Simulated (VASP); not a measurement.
**C: electric field gradients with LDA**

The system is C.

```
C
1.0
     0.00000    1.77143    1.77143
     1.77143    0.00000    1.77143
     1.77143    1.77143    0.00000
C
2
Direct
  0.50000 0.50000 0.50000
  0.75000 0.75000 0.75000
```

This cell differs from its parent crystal: volume scaled by 0.98.

```json
{
 "Program": "VASP 6.6.1",
 "Task": "electric field gradients",
 "Functional": "LDA",
 "Potentials or basis": "VASP PAW LDA potentials, release 64 (C)",
 "Cutoff": "520 eV",
 "k mesh": "20 × 20 × 20",
 "Occupations": "fermi-dirac, width 0.08 eV",
 "Spin": "no spin polarisation",
 "Dipole correction": "no",
 "Further INCAR settings": "ALGO = Normal; EDIFF = 1e-08; NBANDS = 11"
}
```

| Quantity | Value |
| --- | --- |
| Pressure | -2.8 GPa |
| Band gap on the k mesh | 4.15 eV, indirect (least direct gap 5.60 eV) |

Levels at points of the mesh, in eV from the valence-band top:
```
           k point  band 1  band 2  band 3  band 4  band 5  band 6  band 7  band 8
(0.00, 0.00, 0.00)  -21.59    0.00    0.00    0.00    5.60    5.60    5.60   14.02
(0.50, 0.00, 0.00)  -15.63  -13.58   -2.84   -2.84    8.47    8.47    9.29   15.59
(0.50, 0.50, 0.00)  -12.75  -12.75   -6.41   -6.41    4.75    4.75   16.93   16.93
```

Wall time 47 s on 1 thread of Intel Xeon 8259CL, on a shared host, peak memory 0.13 GiB.

Caveat: without QUAD_EFG the Cq values of the log hold for a quadrupole moment of 1 mb, not for the nuclei. A k mesh can miss the band edges.
